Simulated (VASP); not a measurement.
**Fe: relaxation of cell and atoms with PBE**

Fe:

```xyz
1
Lattice="-1.4430 1.4430 1.4430 1.4430 -1.4430 1.4430 1.4430 1.4430 -1.4430" Properties=species:S:1:pos:R:3 pbc="T T T"
Fe    0.0000    0.0000    0.0000
```

| Item | Value |
| --- | --- |
| Program | VASP 6.6.1 |
| Task | relaxation of cell and atoms |
| Functional | PBE |
| Potentials or basis | VASP PAW PBE potentials, release 64 (Fe) |
| Cutoff | 600 eV |
| k mesh | 13 × 13 × 13 |
| Occupations | fermi-dirac, width 0.05 eV |
| Spin | collinear spin, ferromagnetic start |
| Starting moments | [3.0] μB |
| Dipole correction | no |
| Further INCAR settings | ALGO = Normal; EDIFF = 1e-07; IBRION = 2; EDIFFG = -0.01; NSW = 60; ISIF = 3 |

```json
{
 "Relaxed volume": "11.29 Å³/atom",
 "Relaxed cell": "a = 2.448 Å, b = 2.448 Å, c = 2.448 Å, α = 109.47°, β = 109.47°, γ = 109.47°",
 "Space group after relaxing (to 0.05 Å)": "Im-3m (No. 229)",
 "Energy gained by relaxing": "23.4 meV/atom",
 "Ionic steps": "3",
 "Pressure after relaxing": "0.1 GPa",
 "Net moment": "2.13 μB per cell",
 "Site moments": "Fe +2.13 μB",
 "Valence electrons inside the program's atomic spheres": "Fe 7.28"
}
```

Step by step:
```tsv
step	energy change (eV)	largest force (eV/Å)	pressure (GPa)	volume (Å³)
1	0.0000	0.0000	-9.14	12.02
2	-0.0126	0.0000	8.51	10.86
3	-0.0234	0.0000	0.10	11.29
```

Final structure:
```
Fe
1.0
    -1.41321    1.41321    1.41321
     1.41321   -1.41321    1.41321
     1.41321    1.41321   -1.41321
Fe
1
Direct
  0.00000 0.00000 0.00000
```

Levels at points of the mesh, in eV from the Fermi level:
Spin up:
| k point | band 1 | band 2 | band 3 | band 4 | band 5 | band 6 | band 7 | band 8 | band 9 | band 10 |
| --- | --- | --- | --- | --- | --- | --- | --- | --- | --- | --- |
| (0.00, 0.00, 0.00) | -8.47 | -2.30 | -2.30 | -2.30 | -1.10 | -1.10 | 25.08 | 25.08 | 25.08 | 30.20 |
Spin down:
```csv
k point,band 1,band 2,band 3,band 4,band 5,band 6
"(0.00, 0.00, 0.00)",-8.32,-0.47,-0.47,-0.47,1.62,1.63
```

It took 24 s on 1 thread of Intel(R) Xeon(R) 6975P-C (Granite Rapids), on a shared host, peak memory 0.15 GiB.
